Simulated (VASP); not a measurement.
# TiC (Fm-3m) in VASP: further runs

Aim: see how the results for TiC move with the level of theory and the settings. Levels: revPBE, BLYP, PBE. Tasks: single point.

Everything below comes from runs of VASP 6.6.1. Logs are shortened: lines on timing, memory, paths and dates and some standing lists are left out, and cuts for length are marked.

## 1. The cell of the first run

It takes space group Fm-3m (No. 225, cubic). The conventional cell has a = 4.352 Å, b = 4.352 Å, c = 4.352 Å, α = 90.00°, β = 90.00°, γ = 90.00°. Ti (site symmetry m-3m) has 6 C at 2.18 Å within 2.9 Å. C (site symmetry m-3m) has 6 Ti at 2.18 Å within 2.9 Å.

## 2. Single point, revPBE

INCAR reads:

```
SYSTEM = TiC
PREC = Accurate ; ENCUT = 520
EDIFF = 1E-6 ; ISMEAR = -1
SIGMA = 0.05 ; LREAL = .FALSE.
LASPH = .TRUE. ; NELM = 100
ALGO = Normal ; ISIF = 2
LWAVE = .FALSE. ; LCHARG = .TRUE.
GGA = RE ; LELF = .TRUE.
LVHAR = .TRUE. ; NBANDS = 15
```

KPOINTS reads:

```
Automatic mesh
0
G
  11 11 11
  0 0 0
```

POSCAR reads:

```
TiC
1.0
    0.0000000000      2.1762242369      2.1762242369
    2.1762242369      0.0000000000      2.1762242369
    2.1762242369      2.1762242369      0.0000000000
Ti C
1 1
Direct
    0.0000000000      0.0000000000      0.0000000000
    0.5000000000      0.5000000000      0.5000000000
```

Potentials or basis: VASP PAW PBE potentials, release 64 (Ti_sv, C).

The run is started by

```sh
$ cat potpaw_PBE.64/Ti_sv/POTCAR potpaw_PBE.64/C/POTCAR > POTCAR
$ mpirun -np 1 vasp_std > vasp.out
```

OUTCAR:

```text
SYSTEM = TiC
   PREC = Accurate
   ENCUT = 520
   EDIFF = 1E-6
   ISMEAR = -1
   LREAL = .FALSE.
   LASPH = .TRUE.
   NELM = 100
   ISIF = 2
   GGA = RE

 ion  position               nearest neighbor table
   1  0.000  0.000  0.000-   2 2.18   2 2.18   2 2.18   2 2.18   2 2.18   2 2.18
   2  0.500  0.500  0.500-   1 2.18   1 2.18   1 2.18   1 2.18   1 2.18   1 2.18

  LATTYP: Found a face centered cubic cell.
 ALAT       =     4.3524484738

  Lattice vectors:

 A1 = (   0.0000000000,   2.1762242369,   2.1762242369)
 A2 = (   2.1762242369,   0.0000000000,   2.1762242369)
 A3 = (   2.1762242369,   2.1762242369,   0.0000000000)

Analysis of symmetry for initial positions (statically):
=====================================================================
 Subroutine PRICEL returns:
 Original cell was already a primitive cell.

 Routine SETGRP: Setting up the symmetry group for a
 face centered cubic supercell.

 Subroutine GETGRP returns: Found 48 space group operations
[... 9 lines left out ...]

 Routine SETGRP: Setting up the symmetry group for a
 face centered cubic supercell.

 Subroutine GETGRP returns: Found 48 space group operations
[... 11 lines left out ...]
                                     Primitive cell

  volume of cell :      20.6130

  direct lattice vectors                    reciprocal lattice vectors
     0.000000000  2.176224237  2.176224237    -0.229755735  0.229755735  0.229755735
     2.176224237  0.000000000  2.176224237     0.229755735 -0.229755735  0.229755735
     2.176224237  2.176224237  0.000000000     0.229755735  0.229755735 -0.229755735

  length of vectors
     3.077645831  3.077645831  3.077645831     0.397948607  0.397948607  0.397948607

  position of ions in fractional coordinates (direct lattice)
[... 8 lines left out ...]
----------------------------------------------------------------------------------------

 KPOINTS: Automatic mesh

Automatic generation of k-mesh.
 Grid dimensions read from file:
 generate k-points for:   11   11   11

 Generating k-lattice:

  Cartesian coordinates                     Fractional coordinates (reciprocal lattice)
    -0.020886885  0.020886885  0.020886885     0.090909091  0.000000000  0.000000000
     0.020886885 -0.020886885  0.020886885     0.000000000  0.090909091  0.000000000
     0.020886885  0.020886885 -0.020886885     0.000000000  0.000000000  0.090909091

  Length of vectors
     0.036177146  0.036177146  0.036177146

  Shift w.r.t. Gamma in fractional coordinates (k-lattice)
     0.000000000  0.000000000  0.000000000

[... 52 lines left out ...]
   EDIFFG = 0.1E-04   stopping-criterion for IOM
   NSW    =      0    number of steps for IOM
   IBRION =     -1    ionic relax: 0-MD 1-quasi-New 2-CG
   NFREE  =      0    steps in history (QN), initial steepest desc. (CG)
   ISIF   =      2    stress and relaxation
   ISYM   =      2    0-nonsym 1-usesym 2-fastsym
   POTIM  = 0.5000    time-step for ionic-motion
   TEBEG  =    0.0;   TEEND  =   0.0 temperature during run
   PSTRESS=    0.0 pullay stress
   NELECT =      16.0000    total number of electrons
   NUPDOWN=      -1.0000    fix difference up-down
   EMIN   =  10.00;   EMAX   =-10.00  energy-range for DOS
   EFERMI =   0.00;   METHOD = LEGACY
   ISMEAR =    -1;   SIGMA  =   0.05  broadening in eV -4-tet -1-fermi 0-gaus
   EFERMI_NEDOS =   21; number of points for ismear=-14 and -15
   IALGO  =     38    algorithm
   IMIX   =      4    mixing-type and parameters
     AMIX     =   0.40;   BMIX     =  1.00
     AMIX_MAG =   1.60;   BMIX_MAG =  1.00
  volume/ion in A,a.u.               =      10.31        69.55
  Fermi-wavevector in a.u.,A,eV,Ry     =   1.504531  2.843152 30.798338  2.263614
  Thomas-Fermi vector in A             =   2.615499
   LORBIT       =      0    0 simple, 1 ext, 2 COOP (PROOUT), +10 PAW based schemes
   GGA     = RE    functional components
   LHFCALC =     F    Hartree Fock is set to
   AEXX    =    0.0000 exact exchange contribution
   IVDW    =     0    specifies the selected vdW correction
   LEPSILON=     F    determine dielectric tensor
   LRPA    =     F    only Hartree local field effects (RPA)
 non-spin polarized calculation
  energy-cutoff  :      520.00
  volume of cell :       20.61
 maximum number of plane-waves:       564
   NGX = 11   NGY = 11   NGZ = 11

 number of electron      15.9999997 magnetization

 Free energy of the ion-electron system (eV)
  ---------------------------------------------------
  ext. energy  EPLUGINS =         0.00000000
  ---------------------------------------------------
  free energy    TOTEN  =       -17.96947417 eV

  energy without entropy =      -17.96710877  energy(sigma->0) =      -17.96829147

 E-fermi :   9.3935     XC(G=0): -12.5531

 val. band max:        9.2520586531   @ k =   0.1818   0.1818   0.0000
 cond. band min:       9.4864827479   @ k =   0.0909   0.0000   0.0000
 fundamental gap:      0.2344240948
 Fermi energy:         9.3935189337

 k-point     1 :       0.0000    0.0000    0.0000
  band No.  band energies     occupation
      1     -47.4078      2.00000
      2     -23.3887      2.00000
      3     -23.3887      2.00000
      4     -23.3887      2.00000
      5      -3.0504      2.00000
      6      10.0295      0.00001
      7      10.0295      0.00001
      8      10.0295      0.00001
      9      10.9894      0.00000
     10      10.9894      0.00000
     11      10.9894      0.00000
     12      11.0051      0.00000
     13      11.0051      0.00000
     14      19.5846      0.00000
[... 401 lines left out ...]
      2     -23.6442      2.00000
      3     -23.4894      2.00000
      4     -23.4075      2.00000
      5      -1.3635      2.00000
      6       6.1115      2.00000
      7       7.1952      2.00000
      8       7.4275      2.00000
      9      10.8642      0.00000
     10      11.9322      0.00000
     11      12.8520      0.00000
     12      13.5954      0.00000
     13      16.4619      0.00000
     14      20.9517      0.00000
     15      22.6739      0.00000

 [... further k-points ...]
[... 5 lines left out ...]
  --------------------------------------------------------------------------------------
  -------------------------------------------------------------------------------------
  Total        0.0210301      0.0210301      0.0210301     -0.0000000     -0.0000000      0.0000000
  in kB        1.6345961      1.6345961      1.6345961     -0.0000000     -0.0000000      0.0000000
  external PRESSURE =       1.6345961 kB  Pullay stress =       0.0000000 kB

 VOLUME and BASIS-vectors are now :
 -----------------------------------------------------------------------------
  energy-cutoff  :      520.00
  volume of cell :       20.61
      direct lattice vectors                 reciprocal lattice vectors
     0.000000000  2.176224237  2.176224237    -0.229755735  0.229755735  0.229755735
     2.176224237  0.000000000  2.176224237     0.229755735 -0.229755735  0.229755735
     2.176224237  2.176224237  0.000000000     0.229755735  0.229755735 -0.229755735

 POSITION                                       TOTAL-FORCE (eV/Angst)
 -----------------------------------------------------------------------------------
      0.00000      0.00000      0.00000         0.000000      0.000000      0.000000
      2.17622      2.17622      2.17622         0.000000      0.000000      0.000000
 -----------------------------------------------------------------------------------
    total drift:                                0.000000     -0.000000     -0.000000

  FREE ENERGIE OF THE ION-ELECTRON SYSTEM (eV)
  ---------------------------------------------------
  free  energy   TOTEN  =       -17.9694741702 eV

  energy  without entropy=      -17.9671087722  energy(sigma->0) =      -17.96829147
```

It took 20 s on 1 thread of AMD EPYC 7R43 (Zen 3), shared host; peak memory 0.11 GiB.

Results:

* Free energy: -17.9695 eV
* Pressure: 0.2 GPa
* Band gap on the k mesh: zero (band 8 reaches 10.03 eV, above the bottom of band 9 at 8.92 eV)

Caveat: the PAW data sets were made with another functional, which shifts forces and pressure a little.

## 3. Single point, BLYP

This run uses another cell than the first one, of 10.16 Å³/atom, 0.986 times its volume.

INCAR reads:

```
SYSTEM = TiC
PREC = Accurate
ENCUT = 520
EDIFF = 1E-6
ISMEAR = -1
SIGMA = 0.05
LREAL = .FALSE.
LASPH = .TRUE.
NELM = 100
ALGO = Normal
ISIF = 2
LWAVE = .FALSE.
LCHARG = .FALSE.
GGA = B5
ALDAX = 1.0
AGGAX = 1.0
AGGAC = 1.0
ALDAC = 0.0
NBANDS = 15
```

KPOINTS is that of step 2.

POSCAR reads:

```
TiC
1.0
    0.0000000000      2.1657188437      2.1657188437
    2.1657188437      0.0000000000      2.1657188437
    2.1657188437      2.1657188437      0.0000000000
Ti C
1 1
Direct
    0.0000000000      0.0000000000      0.0000000000
    0.5000000000      0.5000000000      0.5000000000
```

Potentials or basis: VASP PAW PBE potentials, release 64 (Ti_sv, C).

The run is started by

```sh
$ cat potpaw_PBE.64/Ti_sv/POTCAR potpaw_PBE.64/C/POTCAR > POTCAR
$ mpirun -np 1 vasp_std > vasp.out
```

Run time: 31 s. Hardware: 1 thread of AMD EPYC 7R43 (Zen 3), shared host; peak memory 0.11 GiB.

It converged, with:

```
Free energy            : -17.0237 eV
Pressure               : 8.9 GPa
Band gap on the k mesh : zero (band 8 reaches 10.53 eV, above the bottom of band 9 at 9.44 eV)
```

Levels at points of the mesh, in eV from the Fermi level:
```tsv
k point	band 5	band 6	band 7	band 8	band 9	band 10	band 11	band 12
(0.00, 0.00, 0.00)	-12.29	0.62	0.62	0.62	1.55	1.55	1.55	1.57
```

Caveat: the PAW data sets were made with another functional, which shifts forces and pressure a little.

## 4. Single point, PBE

This run uses another cell than the first one, of 10.16 Å³/atom, 0.986 times its volume.

INCAR reads:

```
PREC = Accurate ; ENCUT = 520
EDIFF = 1E-6 ; ISMEAR = 0
SIGMA = 0.012 ; LREAL = False
LASPH = True ; NELM = 60
ALGO = Normal ; ISIF = 2
LWAVE = False ; LCHARG = False
GGA = PE ; NBANDS = 15
```

KPOINTS reads:

```
regular mesh
0
Gamma
  11 11 11
```

POSCAR is that of step 3.

The run is started by

```sh
$ cat potpaw_PBE.64/Ti_sv/POTCAR potpaw_PBE.64/C/POTCAR > POTCAR
$ mpirun -np 1 vasp_std > vasp.out
```

Wall time 24 s (1 thread of AMD EPYC 7R43 (Zen 3), shared host); peak memory 0.11 GiB.

Results (log left out):

```
Free energy            : -18.7088 eV
Pressure               : 0.5 GPa
Band gap on the k mesh : zero (band 8 reaches 10.10 eV, above the bottom of band 9 at 9.00 eV)
```

Levels at points of the mesh, in eV from the Fermi level:
```
           k point  band 5  band 6  band 7  band 8  band 9  band 10  band 11  band 12
(0.00, 0.00, 0.00)  -12.54    0.54    0.54    0.54    1.53     1.53     1.53     1.56
```

## 5. Single point, PBE

This run uses another cell than the first one, of 10.16 Å³/atom, 0.986 times its volume.

Edit INCAR of step 4 so:

```diff
@@ -2,3 +2,3 @@
 EDIFF = 1E-6 ; ISMEAR = 0
-SIGMA = 0.012 ; LREAL = False
+SIGMA = 0.013000000000000001 ; LREAL = False
 LASPH = True ; NELM = 60
```

KPOINTS is that of step 4.

POSCAR is that of step 4.

The run is started by

```sh
$ cat potpaw_PBE.64/Ti_sv/POTCAR potpaw_PBE.64/C/POTCAR > POTCAR
$ mpirun -np 1 vasp_std > vasp.out
```

It took 22 s on 1 thread of AMD EPYC 7R43 (Zen 3), shared host; peak memory 0.11 GiB.

Results (log left out):

- Free energy: -18.7088 eV
- Pressure: 0.5 GPa
- Band gap on the k mesh: zero (band 8 reaches 10.10 eV, above the bottom of band 9 at 9.00 eV)

Levels at points of the mesh, in eV from the Fermi level:
| k point | band 5 | band 6 | band 7 | band 8 | band 9 | band 10 | band 11 | band 12 |
| --- | --- | --- | --- | --- | --- | --- | --- | --- |
| (0.00, 0.00, 0.00) | -12.54 | 0.55 | 0.55 | 0.55 | 1.53 | 1.53 | 1.53 | 1.56 |

## 6. Overview

```csv
level,cell,smearing,gap on the mesh (eV),pressure (GPa)
revPBE,"a = 3.078 Å, angles 60.0°, 2 atoms",fermi-dirac 0.05 eV,none,0.2
BLYP,"a = 3.063 Å, angles 60.0°, 2 atoms",fermi-dirac 0.05 eV,none,8.9
PBE,"a = 3.063 Å, angles 60.0°, 2 atoms",gaussian 0.012 eV,none,0.5
PBE,"a = 3.063 Å, angles 60.0°, 2 atoms",gaussian 0.013 eV,none,0.5
```

Alike in all rows: task single point; potentials or basis VASP PAW PBE potentials, release 64 (Ti_sv, C); no spin polarisation; k mesh 11 × 11 × 11; cutoff (eV) 520.

Caveats: the PAW data sets were made with another functional, which shifts forces and pressure a little (some runs).

Total energies depend on the potentials used, so only differences within one code and one set of settings carry meaning.
